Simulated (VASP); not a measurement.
# SnO2 (R-3m) in VASP: notebook

The runs below take SnO2 through single point, with PBE.

Everything below comes from runs of VASP 6.6.1. Logs are shortened: lines on timing, memory, paths and dates and some standing lists are left out, and cuts for length are marked.

## (1) The cell of the first run

Symmetry: R-3m, No. 166, trigonal system. Conventional cell: a = 4.077 Å, b = 4.077 Å, c = 7.090 Å, α = 90.00°, β = 90.00°, γ = 120.00°. Sn (site symmetry -3m) has 8 O at 1.77 to 2.43 Å within 2.5 Å. O (site symmetry 3m) has 4 Sn at 1.77 to 2.43 Å within 2.5 Å.

## (2) Single point, PBE

Input file INCAR:

```
SYSTEM = SnO2
ALGO = Normal
EDIFF = 1E-6
ENCUT = 520
GGA = PE
ISIF = 2
ISMEAR = 0
LASPH = .True.
LCHARG = .True.
LELF = .True.
LREAL = .False.
LVHAR = .True.
LWAVE = .False.
NBANDS = 20
NELM = 80
PREC = Accurate
SIGMA = 0.15
```

Input file KPOINTS:

```
k-points
0
Gamma
  18 18 18
  0 0 0
```

Input file POSCAR:

```
SnO2
1.0
   -0.5573134948      2.3253425130      2.3253425130
    2.3253425130     -0.5573134948      2.3253425130
    2.3253425130      2.3253425130     -0.5573134948
Sn O
1 2
Direct
    0.0000000000      0.0000000000      0.0000000000
    0.2500000000      0.2500000000      0.2500000000
    0.7500000000      0.7500000000      0.7500000000
```

Potentials or basis: VASP PAW PBE potentials, release 64 (Sn_d, O).

Run with:

```bash
$ cat potpaw_PBE.64/Sn_d/POTCAR potpaw_PBE.64/O/POTCAR > POTCAR
$ mpirun -np 1 vasp_std > vasp.out
```

OUTCAR:

```text
SYSTEM = SnO2
   EDIFF = 1E-6
   ENCUT = 520
   GGA = PE
   ISIF = 2
   ISMEAR = 0
   LASPH = .True.
   LREAL = .False.
   NELM = 80
   PREC = Accurate

 ion  position               nearest neighbor table
   1  0.000  0.000  0.000-   2 1.77   3 1.77   3 2.43   3 2.43   3 2.43   2 2.43   2 2.43   2 2.43

   2  0.250  0.250  0.250-   1 1.77   1 2.43   1 2.43   1 2.43
   3  0.750  0.750  0.750-   1 1.77   1 2.43   1 2.43   1 2.43

  LATTYP: Found a trigonal (rhomboedric) cell.
 ALAT       =     3.3354211034
 COS(alpha) =     0.2530624440

  Lattice vectors:

 A1 = (  -0.5573134948,   2.3253425130,   2.3253425130)
 A2 = (   2.3253425130,  -0.5573134948,   2.3253425130)
 A3 = (   2.3253425130,   2.3253425130,  -0.5573134948)

Analysis of symmetry for initial positions (statically):
=====================================================================
 Subroutine PRICEL returns:
 Original cell was already a primitive cell.

 Routine SETGRP: Setting up the symmetry group for a
 trigonal (rhombohedral) supercell.

 Subroutine GETGRP returns: Found 12 space group operations
 (whereof 12 operations were pure point group operations)
 out of a pool of 12 trial point group operations.

The static configuration has the point symmetry D_3d.

Analysis of symmetry for dynamics (positions and initial velocities):
=====================================================================
 Subroutine PRICEL returns:
 Original cell was already a primitive cell.

 Routine SETGRP: Setting up the symmetry group for a
 trigonal (rhombohedral) supercell.

 Subroutine GETGRP returns: Found 12 space group operations
 (whereof 12 operations were pure point group operations)
 out of a pool of 12 trial point group operations.

The dynamic configuration has the point symmetry D_3d.

 Subroutine INISYM returns: Found 12 space group operations
 (whereof 12 operations are pure point group operations),
 and found     1 'primitive' translations

----------------------------------------------------------------------------------------

                                     Primitive cell

  volume of cell :      34.0147

  direct lattice vectors                    reciprocal lattice vectors
    -0.557313495  2.325342513  2.325342513    -0.149835735  0.197066565  0.197066565
     2.325342513 -0.557313495  2.325342513     0.197066565 -0.149835735  0.197066565
     2.325342513  2.325342513 -0.557313495     0.197066565  0.197066565 -0.149835735

  length of vectors
     3.335421103  3.335421103  3.335421103     0.316419357  0.316419357  0.316419357

  position of ions in fractional coordinates (direct lattice)
     0.000000000  0.000000000  0.000000000
     0.250000000  0.250000000  0.250000000
     0.750000000  0.750000000  0.750000000

  ion indices of the primitive-cell ions
   primitive index   ion index
                 1           1
                 2           2
                 3           3

----------------------------------------------------------------------------------------

 KPOINTS: k-points

Automatic generation of k-mesh.
 Grid dimensions read from file:
 generate k-points for:   18   18   18

 Generating k-lattice:

  Cartesian coordinates                     Fractional coordinates (reciprocal lattice)
    -0.008324208  0.010948142  0.010948142     0.055555556  0.000000000 -0.000000000
     0.010948142 -0.008324208  0.010948142     0.000000000  0.055555556 -0.000000000
     0.010948142  0.010948142 -0.008324208     0.000000000  0.000000000  0.055555556

  Length of vectors
     0.017578853  0.017578853  0.017578853

  Shift w.r.t. Gamma in fractional coordinates (k-lattice)
     0.000000000  0.000000000  0.000000000

 Subroutine IBZKPT returns following result:
 ===========================================

 Found    580 irreducible k-points:

 Following reciprocal coordinates:
            Coordinates               Weight
  0.000000  0.000000  0.000000      1.000000
  0.055556  0.000000  0.000000      6.000000
  0.111111  0.000000  0.000000      6.000000
  0.166667 -0.000000 -0.000000      6.000000
  0.222222 -0.000000 -0.000000      6.000000
  0.277778  0.000000  0.000000      6.000000
[... 16 lines left out ...]
 -0.277778  0.055556 -0.000000     12.000000
 -0.222222  0.055556 -0.000000     12.000000
 [... further k-points ...]
   k-points           NKPTS =    580   k-points in BZ     NKDIM =    580   number of bands    NBANDS=     20
   number of dos      NEDOS =    301   number of ions     NIONS =      3
   total plane-waves  NPLWV =  21952
   dimension x,y,z NGX =    28 NGY =   28 NGZ =   28
   dimension x,y,z NGXF=    56 NGYF=   56 NGZF=   56
   ions per type =               1   2
   NGX,Y,Z   is equivalent  to a cutoff of  13.96, 13.96, 13.96 a.u.
   NGXF,Y,Z  is equivalent  to a cutoff of  27.91, 27.91, 27.91 a.u.
 SYSTEM =  SnO2
   PREC   = accura    normal or accurate (medium, high low for compatibility)
   ISTART =      0    job   : 0-new  1-cont  2-samecut
   ICHARG =      2    charge: 1-file 2-atom 10-const
   ISPIN  =      1    spin polarized calculation?
   LNONCOLLINEAR =      F non collinear calculations
   LSORBIT =      F    spin-orbit coupling
   LASPH  =      T    aspherical Exc in radial PAW
   ENCUT  =  520.0 eV  38.22 Ry    6.18 a.u.   6.20  6.20  6.20*2*pi/ulx,y,z
   NELM   =     80;   NELMIN=  2; NELMDL= -5     # of ELM steps
   EDIFF  = 0.1E-05   stopping-criterion for ELM
   LREAL  =      F    real-space projection
   EDIFFG = 0.1E-04   stopping-criterion for IOM
   NSW    =      0    number of steps for IOM
   IBRION =     -1    ionic relax: 0-MD 1-quasi-New 2-CG
   NFREE  =      0    steps in history (QN), initial steepest desc. (CG)
   ISIF   =      2    stress and relaxation
   ISYM   =      2    0-nonsym 1-usesym 2-fastsym
   POTIM  = 0.5000    time-step for ionic-motion
   TEBEG  =    0.0;   TEEND  =   0.0 temperature during run
   PSTRESS=    0.0 pullay stress
   NELECT =      26.0000    total number of electrons
   NUPDOWN=      -1.0000    fix difference up-down
   EMIN   =  10.00;   EMAX   =-10.00  energy-range for DOS
   EFERMI =   0.00;   METHOD = LEGACY
   ISMEAR =     0;   SIGMA  =   0.15  broadening in eV -4-tet -1-fermi 0-gaus
   EFERMI_NEDOS =   21; number of points for ismear=-14 and -15
   IALGO  =     38    algorithm
   IMIX   =      4    mixing-type and parameters
     AMIX     =   0.40;   BMIX     =  1.00
     AMIX_MAG =   1.60;   BMIX_MAG =  1.00
  volume/ion in A,a.u.               =      11.34        76.51
  Fermi-wavevector in a.u.,A,eV,Ry     =   1.496846  2.828628 30.484490  2.240547
  Thomas-Fermi vector in A             =   2.608810
   LORBIT       =      0    0 simple, 1 ext, 2 COOP (PROOUT), +10 PAW based schemes
   GGA     = PE    functional components
   LHFCALC =     F    Hartree Fock is set to
   AEXX    =    0.0000 exact exchange contribution
   IVDW    =     0    specifies the selected vdW correction
   LEPSILON=     F    determine dielectric tensor
   LRPA    =     F    only Hartree local field effects (RPA)
 non-spin polarized calculation
 Gauss-broadening in eV      SIGMA  =   0.15
  energy-cutoff  :      520.00
  volume of cell :       34.01
 maximum number of plane-waves:       930
 NGX is ok and might be reduce to    28

 number of electron      25.9999999 magnetization

 Free energy of the ion-electron system (eV)
  ---------------------------------------------------
  ext. energy  EPLUGINS =         0.00000000
  ---------------------------------------------------
  free energy    TOTEN  =       -16.39456097 eV

  energy without entropy =      -16.39456097  energy(sigma->0) =      -16.39456097

 E-fermi :   7.6523     XC(G=0): -11.5940

 val. band max:        6.9802776327   @ k =   0.5000   0.5000   0.0000
 cond. band min:       8.9056756065   @ k =   0.0000   0.0000   0.0000
 fundamental gap:      1.9253979738
 Fermi energy:         7.6522778107

 k-point     1 :       0.0000    0.0000    0.0000
  band No.  band energies     occupation
      1     -14.9747      2.00000
      2     -13.3601      2.00000
      3     -13.3601      2.00000
      4     -13.1454      2.00000
      5     -13.1454      2.00000
      6     -11.0043      2.00000
[... 12 lines left out ...]
     19      23.8246      0.00000
     20      23.8246      0.00000

 k-point     2 :       0.0556    0.0000    0.0000
  band No.  band energies     occupation
      1     -14.9713      2.00000
      2     -13.3591      2.00000
      3     -13.3589      2.00000
      4     -13.1470      2.00000
      5     -13.1452      2.00000
      6     -10.9980      2.00000
[... 12 lines left out ...]
     19      23.6733      0.00000
     20      23.8925      0.00000

 k-point     3 :       0.1111    0.0000    0.0000
  band No.  band energies     occupation
      1     -14.9625      2.00000
      2     -13.3564      2.00000
      3     -13.3546      2.00000
      4     -13.1514      2.00000
      5     -13.1444      2.00000
      6     -10.9784      2.00000
[... 12 lines left out ...]
     19      23.3138      0.00000
     20      24.2015      0.00000

 k-point     4 :       0.1667   -0.0000   -0.0000
  band No.  band energies     occupation
      1     -14.9515      2.00000
      2     -13.3522      2.00000
      3     -13.3450      2.00000
      4     -13.1582      2.00000
      5     -13.1417      2.00000
      6     -10.9435      2.00000
[... 429 lines left out ...]
 k-point    23 :      -0.2778    0.0556   -0.0000
  band No.  band energies     occupation
      1     -14.9429      2.00000
      2     -13.3451      2.00000
      3     -13.3139      2.00000
      4     -13.1750      2.00000
      5     -13.1289      2.00000
      6     -10.6358      2.00000
[... 12 lines left out ...]
     19      23.1848      0.00000
     20      24.7364      0.00000

 k-point    24 :      -0.2222    0.0556   -0.0000
  band No.  band energies     occupation
      1     -14.9470      2.00000
      2     -13.3545      2.00000
      3     -13.3312      2.00000
      4     -13.1662      2.00000
      5     -13.1378      2.00000
      6     -10.7158      2.00000
[... 12 lines left out ...]
     19      23.5044      0.00000
     20      24.6121      0.00000

 [... further k-points ...]

------------------------ aborting loop because EDIFF is reached ----------------------------------------

  FORCE on cell =-STRESS in cart. coord.  units (eV):
  Direction    XX          YY          ZZ          XY          YZ          ZX
  --------------------------------------------------------------------------------------
  -------------------------------------------------------------------------------------
  Total        7.4501618      7.4501618      7.4501618      7.0147364      7.0147364      7.0147364
  in kB      350.9210994    350.9210994    350.9210994    330.4114821    330.4114821    330.4114821
  external PRESSURE =     350.9210994 kB  Pullay stress =       0.0000000 kB

 VOLUME and BASIS-vectors are now :
 -----------------------------------------------------------------------------
  energy-cutoff  :      520.00
  volume of cell :       34.01
      direct lattice vectors                 reciprocal lattice vectors
    -0.557313495  2.325342513  2.325342513    -0.149835735  0.197066565  0.197066565
     2.325342513 -0.557313495  2.325342513     0.197066565 -0.149835735  0.197066565
     2.325342513  2.325342513 -0.557313495     0.197066565  0.197066565 -0.149835735

 POSITION                                       TOTAL-FORCE (eV/Angst)
 -----------------------------------------------------------------------------------
      0.00000      0.00000      0.00000         0.000000     -0.000000      0.000000
      1.02334      1.02334      1.02334         3.335061      3.335061      3.335061
      3.07003      3.07003      3.07003        -3.335061     -3.335061     -3.335061
 -----------------------------------------------------------------------------------
    total drift:                               -0.000000     -0.000000      0.000000

  FREE ENERGIE OF THE ION-ELECTRON SYSTEM (eV)
  ---------------------------------------------------
  free  energy   TOTEN  =       -16.3945609671 eV

  energy  without entropy=      -16.3945609671  energy(sigma->0) =      -16.39456097
```

Wall time 3.8 min (1 thread of Intel Xeon Platinum 8488C (Sapphire Rapids), shared host); peak memory 0.45 GiB.

What came out:

```
Free energy            : -16.3946 eV
Pressure               : 35.1 GPa
Largest force          : 5.776 eV/Å
Band gap on the k mesh : 1.93 eV (least direct gap 2.40 eV)
```

Forces on the atoms (eV/Å):
```
Sn   0.000  0.000  0.000
O    3.335  3.335  3.335
O   -3.335 -3.335 -3.335
```

Levels at points of the mesh, in eV from the valence-band top:
| k point | band 10 | band 11 | band 12 | band 13 | band 14 | band 15 | band 16 | band 17 |
| --- | --- | --- | --- | --- | --- | --- | --- | --- |
| (0.00, 0.00, 0.00) | -2.69 | -2.34 | -0.48 | -0.48 | 1.93 | 5.51 | 5.51 | 14.96 |
| (0.50, 0.00, 0.00) | -2.65 | -2.02 | -1.68 | -1.26 | 5.61 | 7.58 | 7.93 | 13.70 |
| (0.50, 0.50, 0.00) | -4.10 | -0.60 | -0.56 | 0.00 | 5.03 | 6.38 | 10.68 | 10.94 |
| (0.50, 0.50, 0.50) | -3.98 | -3.80 | -2.09 | -2.09 | 6.91 | 9.20 | 10.07 | 10.07 |

Caveat: the cell stands under pressure; spin-orbit coupling is left out, which moves the levels of the heavy elements; forces of over 1 eV/Å act on the atoms, so gaps and moduli don't describe the material at rest.

## (3) Single point, PBE

This run uses another cell than the first one, of the same volume but with other edges.

Input file INCAR:

```
ALGO     = Normal         # electronic algorithm
EDIFF    = 1E-7           # SCF threshold, eV
ENCUT    = 520            # plane-wave cutoff, eV
GGA      = PE             # functional
ISIF     = 2              # what is computed and relaxed
ISMEAR   = 0              # smearing method
LASPH    = T              # aspherical terms in the spheres
LCHARG   = T              # write CHGCAR
LELF     = T              # ELF
LREAL    = F              # projectors in reciprocal space
LVHAR    = T            
LWAVE    = F              # write WAVECAR
NBANDS   = 20             # bands
NELM     = 60             # most SCF steps
PREC     = Accurate       # precision mode
SIGMA    = 0.15           # smearing width, eV
```

Input file KPOINTS:

```
k-points
0
Gamma
  18 18 18
```

Input file POSCAR:

```
SnO2
1.0
    0.6268522130      2.9202139679      2.9202139679
    2.9202139679      0.6268522130      2.9202139679
    2.9202139679      2.9202139679      0.6268522130
Sn O
1 2
Direct
    0.0000000000      0.0000000000      0.0000000000
    0.2500000000      0.2500000000      0.2500000000
    0.7500000000      0.7500000000      0.7500000000
```

Potentials or basis: VASP PAW PBE potentials, release 64 (Sn_d, O).

Run with:

```bash
$ cat potpaw_PBE.64/Sn_d/POTCAR potpaw_PBE.64/O/POTCAR > POTCAR
$ mpirun -np 1 vasp_std > vasp.out
```

It took 4.9 min on 1 thread of Intel Xeon Platinum 8488C (Sapphire Rapids), shared host; peak memory 0.46 GiB.

The run converged. Its results:

```
Free energy            : -17.9383 eV
Pressure               : 15.1 GPa
Largest force          : 0.186 eV/Å
Band gap on the k mesh : 1.34 eV
```

Forces in eV/Å, atoms in the order of the input:
```
Sn   0.000  0.000  0.000
O   -0.108 -0.108 -0.108
O    0.108  0.108  0.108
```

Stress tensor (GPa, compression positive):
```
15.12 -0.56 -0.56
-0.56 15.12 -0.56
-0.56 -0.56 15.12
```

Levels at points of the mesh, in eV from the valence-band top:
```
           k point  band 11  band 12  band 13  band 14  band 15  band 16
(0.00, 0.00, 0.00)    -1.72    -1.72     0.00     1.34     5.17    10.05
(0.50, 0.00, 0.00)    -2.60    -1.77    -1.55     5.55     8.21     9.76
(0.50, 0.50, 0.00)    -0.84    -0.56    -0.03     4.48     6.88    10.84
(0.50, 0.50, 0.50)    -2.34    -1.40    -1.40     4.26     6.38    11.19
```

Caveat: the cell stands under pressure; spin-orbit coupling is left out, which moves the levels of the heavy elements. A k mesh can miss the band edges.
